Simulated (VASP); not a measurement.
# TiO2 (I4_1/amd) in VASP: a series of runs, part 2 of 2

VASP 6.6.1. The steps go on from the part before.

### Step 4. Single point, LDA (zz strain of -3 %)

INCAR

```
PREC = Accurate ; ENCUT = 520
EDIFF = 1E-6 ; ISMEAR = -1
SIGMA = 0.08 ; LREAL = F
LASPH = T ; NELM = 60
ALGO = Normal ; ISIF = 2
LWAVE = F ; LCHARG = F
NBANDS = 33
```

KPOINTS

```
regular mesh
0
Gamma
  13 13 13
```

POSCAR

```
TiO2
1.0
   -1.8925000000      1.8925000000      4.6142900000
    1.8925000000     -1.8925000000      4.6142900000
    1.8925000000      1.8925000000     -4.6142900000
Ti O
2 4
Direct
    0.0000000000      0.0000000000      0.0000000000
    0.7500000000      0.2500000000      0.5000000000
    0.2066000000      0.2066000000      0.0000000000
    0.9566000000      0.4566000000      0.5000000000
    0.5434000000      0.0434000000      0.5000000000
    0.7934000000      0.7934000000      0.0000000000
```

Potentials or basis: VASP PAW LDA potentials, release 64 (Ti_sv, O).

Launch:

```bash
$ cat potpaw_LDA.64/Ti_sv/POTCAR potpaw_LDA.64/O/POTCAR > POTCAR
$ mpirun -np 1 vasp_std > vasp.out
```

OUTCAR:

```text
PREC = Accurate
   ENCUT = 520
   EDIFF = 1E-6
   ISMEAR = -1
   LREAL = F
   LASPH = T
   NELM = 60
   ISIF = 2

 ion  position               nearest neighbor table
   1  0.000  0.000  0.000-   3 1.91   6 1.91   4 1.93   5 1.93   5 1.93   4 1.93
   2  0.750  0.250  0.500-   4 1.91   5 1.91   6 1.93   3 1.93   6 1.93   3 1.93
   3  0.207  0.207  0.000-   1 1.91   2 1.93   2 1.93
   4  0.957  0.457  0.500-   2 1.91   1 1.93   1 1.93
   5  0.543  0.043  0.500-   2 1.91   1 1.93   1 1.93
   6  0.793  0.793  0.000-   1 1.91   2 1.93   2 1.93

  LATTYP: Found a body centered tetragonal cell.
 ALAT       =     3.7850000000
 C/A-ratio  =     2.4381981506

  Lattice vectors:

 A1 = (  -1.8925000000,   1.8925000000,   4.6142900000)
 A2 = (   1.8925000000,  -1.8925000000,   4.6142900000)
 A3 = (   1.8925000000,   1.8925000000,  -4.6142900000)

Analysis of symmetry for initial positions (statically):
=====================================================================
 Subroutine PRICEL returns:
 Original cell was already a primitive cell.

 Routine SETGRP: Setting up the symmetry group for a
 body centered tetragonal supercell.

 Subroutine GETGRP returns: Found 16 space group operations
 (whereof  8 operations were pure point group operations)
 out of a pool of 16 trial point group operations.

The static configuration has the point symmetry D_2d.
 The point group associated with its full space group is D_4h.

Analysis of symmetry for dynamics (positions and initial velocities):
=====================================================================
 Subroutine PRICEL returns:
 Original cell was already a primitive cell.

 Routine SETGRP: Setting up the symmetry group for a
 body centered tetragonal supercell.

 Subroutine GETGRP returns: Found 16 space group operations
 (whereof  8 operations were pure point group operations)
 out of a pool of 16 trial point group operations.
[... 124 lines left out ...]
   EFERMI =   0.00;   METHOD = LEGACY
   ISMEAR =    -1;   SIGMA  =   0.08  broadening in eV -4-tet -1-fermi 0-gaus
   EFERMI_NEDOS =   21; number of points for ismear=-14 and -15
   IALGO  =     38    algorithm
   IMIX   =      4    mixing-type and parameters
     AMIX     =   0.40;   BMIX     =  1.00
     AMIX_MAG =   1.60;   BMIX_MAG =  1.00
  volume/ion in A,a.u.               =      11.02        74.35
  Fermi-wavevector in a.u.,A,eV,Ry     =   1.471442  2.780621 29.458523  2.165140
  Thomas-Fermi vector in A             =   2.586577
   LORBIT       =      0    0 simple, 1 ext, 2 COOP (PROOUT), +10 PAW based schemes
   GGA     = CA    functional components
   LHFCALC =     F    Hartree Fock is set to
   AEXX    =    0.0000 exact exchange contribution
   IVDW    =     0    specifies the selected vdW correction
   LEPSILON=     F    determine dielectric tensor
   LRPA    =     F    only Hartree local field effects (RPA)
 non-spin polarized calculation
  energy-cutoff  :      520.00
  volume of cell :       66.11
 maximum number of plane-waves:      1797
   NGX = 19   NGY = 19   NGZ = 19

 number of electron      47.9999995 magnetization

 Free energy of the ion-electron system (eV)
  ---------------------------------------------------
  ext. energy  EPLUGINS =         0.00000000
  ---------------------------------------------------
  free energy    TOTEN  =       -58.74357874 eV

  energy without entropy =      -58.74357858  energy(sigma->0) =      -58.74357866

 E-fermi :   4.4282     XC(G=0): -11.4842

 val. band max:        3.2855853893   @ k =  -0.4615   0.4615   0.0000
 cond. band min:       5.3616480382   @ k =   0.0000   0.0000   0.0000
 fundamental gap:      2.0760626489
 Fermi energy:         4.4281694019

 k-point     1 :       0.0000    0.0000    0.0000
  band No.  band energies     occupation
      1     -52.1729      2.00000
      2     -52.0889      2.00000
      3     -29.1585      2.00000
      4     -28.8188      2.00000
      5     -28.8188      2.00000
      6     -28.7211      2.00000
[... 853 lines left out ...]
     32      10.1647      0.00000
     33      10.4770      0.00000

 [... further k-points ...]
[... 5 lines left out ...]
  --------------------------------------------------------------------------------------
  -------------------------------------------------------------------------------------
  Total       -0.6625066     -0.6625066      5.2219993      0.0000000      0.0000000      0.0000000
  in kB      -16.0569911    -16.0569911    126.5641586      0.0000000      0.0000000      0.0000000
  external PRESSURE =      31.4833922 kB  Pullay stress =       0.0000000 kB

 VOLUME and BASIS-vectors are now :
 -----------------------------------------------------------------------------
  energy-cutoff  :      520.00
  volume of cell :       66.11
      direct lattice vectors                 reciprocal lattice vectors
    -1.892500000  1.892500000  4.614290000     0.000000000  0.264200793  0.108359032
     1.892500000 -1.892500000  4.614290000     0.264200793  0.000000000  0.108359032
     1.892500000  1.892500000 -4.614290000     0.264200793  0.264200793  0.000000000

 POSITION                                       TOTAL-FORCE (eV/Angst)
 -----------------------------------------------------------------------------------
      0.00000      0.00000      0.00000         0.000000      0.000000     -0.000000
      0.00000      1.89250      2.30714         0.000000      0.000000     -0.000000
      0.00000      0.00000      1.90662         0.000000     -0.000000      0.862173
      0.00000      1.89250      4.21377        -0.000000      0.000000      0.862173
      0.00000      1.89250      0.40052        -0.000000      0.000000     -0.862173
      0.00000      0.00000      7.32196         0.000000     -0.000000     -0.862173
 -----------------------------------------------------------------------------------
    total drift:                                0.000000      0.000000     -0.000000

  FREE ENERGIE OF THE ION-ELECTRON SYSTEM (eV)
  ---------------------------------------------------
  free  energy   TOTEN  =       -58.7435787412 eV

  energy  without entropy=      -58.7435785755  energy(sigma->0) =      -58.74357866
```

OSZICAR:

```text
N       E                     dE             d eps       ncg     rms          rms(c)
DAV:   1     0.651474308220E+03    0.65147E+03   -0.24259E+04 12936   0.169E+03
DAV:   2     0.220940187574E+02   -0.62938E+03   -0.58425E+03 14138   0.507E+02
DAV:   3    -0.703269790508E+02   -0.92421E+02   -0.90608E+02 17730   0.188E+02
DAV:   4    -0.750450346171E+02   -0.47181E+01   -0.47085E+01 19270   0.405E+01
DAV:   5    -0.752151792384E+02   -0.17014E+00   -0.17012E+00 16608   0.620E+00    0.331E+01
DAV:   6    -0.590137778936E+02    0.16201E+02   -0.74785E+01 17905   0.893E+01    0.109E+01
DAV:   7    -0.590018800515E+02    0.11898E-01   -0.14312E+01 17158   0.321E+01    0.999E+00
DAV:   8    -0.587879297202E+02    0.21395E+00   -0.64424E-01 17420   0.772E+00    0.576E+00
DAV:   9    -0.587677568811E+02    0.20173E-01   -0.48494E-01 18718   0.702E+00    0.168E+00
DAV:  10    -0.587518579523E+02    0.15899E-01   -0.17342E-01 18022   0.474E+00    0.855E-01
DAV:  11    -0.587436229668E+02    0.82350E-02   -0.31088E-02 16819   0.114E+00    0.214E-01
DAV:  12    -0.587437349845E+02   -0.11202E-03   -0.24244E-03 15099   0.551E-01    0.126E-01
DAV:  13    -0.587436253816E+02    0.10960E-03   -0.63195E-04 17530   0.340E-01    0.531E-02
DAV:  14    -0.587435780487E+02    0.47333E-04   -0.17841E-04 16238   0.930E-02    0.787E-03
DAV:  15    -0.587435786460E+02   -0.59728E-06   -0.10004E-05 15784   0.258E-02    0.784E-03
DAV:  16    -0.587435787412E+02   -0.95206E-07   -0.32948E-07  9271   0.407E-03
   1 F= -.58743579E+02 E0= -.58743579E+02  d E =-.165698E-06
```

stdout:

```text
POSCAR found type information on POSCAR TiO
 POSCAR found :  2 types and       6 ions
 scaLAPACK will be used
 LDA part: xc-table for (Slater(with rela. corr.)+CA(PZ))
 , standard interpolation
 POSCAR, INCAR and KPOINTS ok, starting setup
 FFT: planning ... GRIDC
 FFT: planning ... GRID_SOFT
 FFT: planning ... GRID
 WAVECAR not read
 entering main loop
```

Wall time 18 min (1 thread of Oxide Virtual Turin-like, shared host); peak memory 0.4 GiB.

Results:

```yaml
Free_energy: -58.7436 eV
Pressure: 3.1 GPa
Largest_force: 0.862 eV/Å
Band_gap_on_the_k_mesh: 2.08 eV (least direct gap 2.36 eV)
```

Forces on the atoms (eV/Å):
```
Ti   0.000  0.000  0.000
Ti   0.000  0.000  0.000
O    0.000  0.000  0.862
O    0.000  0.000  0.862
O    0.000  0.000 -0.862
O    0.000  0.000 -0.862
```

Caveat: the cell differs from its parent crystal (zz strain of -3 %); the stress differs along the axes, from -2 to 13 GPa. A k mesh can miss the band edges.

### Step 5. Single point, LDA (zz strain of -2 %)

INCAR

```
SYSTEM = TiO2
PREC = Accurate
ENCUT = 520
EDIFF = 1E-6
ISMEAR = -1
SIGMA = 0.08
LREAL = .False.
LASPH = .True.
NELM = 100
ALGO = Normal
ISIF = 2
LWAVE = .False.
LCHARG = .False.
NBANDS = 33
```

KPOINTS

```
Automatic mesh
0
Gamma
  13 13 13
  0 0 0
```

Changes to POSCAR since step 4:

```diff
@@ -2,5 +2,5 @@
 1.0
-   -1.8925000000      1.8925000000      4.6142900000
-    1.8925000000     -1.8925000000      4.6142900000
-    1.8925000000      1.8925000000     -4.6142900000
+   -1.8925000000      1.8925000000      4.6618600000
+    1.8925000000     -1.8925000000      4.6618600000
+    1.8925000000      1.8925000000     -4.6618600000
 Ti O
```

Launch:

```bash
$ cat potpaw_LDA.64/Ti_sv/POTCAR potpaw_LDA.64/O/POTCAR > POTCAR
$ mpirun -np 1 vasp_std > vasp.out
```

It took 15 min on 1 thread of Oxide Virtual Turin-like, shared host; peak memory 0.41 GiB.

The run converged. Its results:

```
Free energy            : -58.7863 eV
Pressure               : 0.2 GPa
Largest force          : 0.592 eV/Å
Band gap on the k mesh : 2.07 eV (least direct gap 2.36 eV)
```

Forces in eV/Å, atoms in the order of the input:
```
Ti   0.000  0.000  0.000
Ti   0.000  0.000  0.000
O    0.000  0.000  0.592
O    0.000  0.000  0.592
O    0.000  0.000 -0.592
O    0.000  0.000 -0.592
```

Stress tensor (GPa, compression positive):
```
-3.15  0.00  0.00
 0.00 -3.15  0.00
 0.00  0.00  7.03
```

Levels at points of the mesh, in eV from the valence-band top:
| k point | band 22 | band 23 | band 24 | band 25 | band 26 | band 27 |
| --- | --- | --- | --- | --- | --- | --- |
| (0.00, 0.00, 0.00) | -0.62 | -0.46 | -0.46 | 2.07 | 2.93 | 4.15 |

Caveat: the cell differs from its parent crystal (zz strain of -2 %); the stress differs along the axes, from -3 to 7 GPa. A k mesh can miss the band edges.

### Step 6. Summary

| cell | gap on the mesh (eV) | pressure (GPa) | largest force (eV/Å) |
| --- | --- | --- | --- |
| a = 5.541 Å, angles 140.1, 140.1, 57.8°, 6 atoms | 2.02 | -9.0 | 0.21 |
| a = 5.583 Å, angles 140.4, 140.4, 57.3°, 6 atoms | 2.01 | -10.9 | 0.35 |
| a = 5.334 Å, angles 138.4, 138.4, 60.2°, 6 atoms | 2.08 | 3.1 | 0.86 |
| a = 5.376 Å, angles 138.8, 138.8, 59.7°, 6 atoms | 2.07 | 0.2 | 0.59 |

Alike in all rows: task single point; level LDA; potentials or basis VASP PAW LDA potentials, release 64 (Ti_sv, O); no spin polarisation; k mesh 13 × 13 × 13; cutoff (eV) 520; smearing fermi-dirac 0.08 eV.

Caveats: the cell stands under tension (at least some runs); the stress differs along the axes, from -2 to 13 GPa (at least some runs); the stress differs along the axes, from -3 to 7 GPa (at least some runs).

Absolute energies hang on the potentials; compare differences alone.
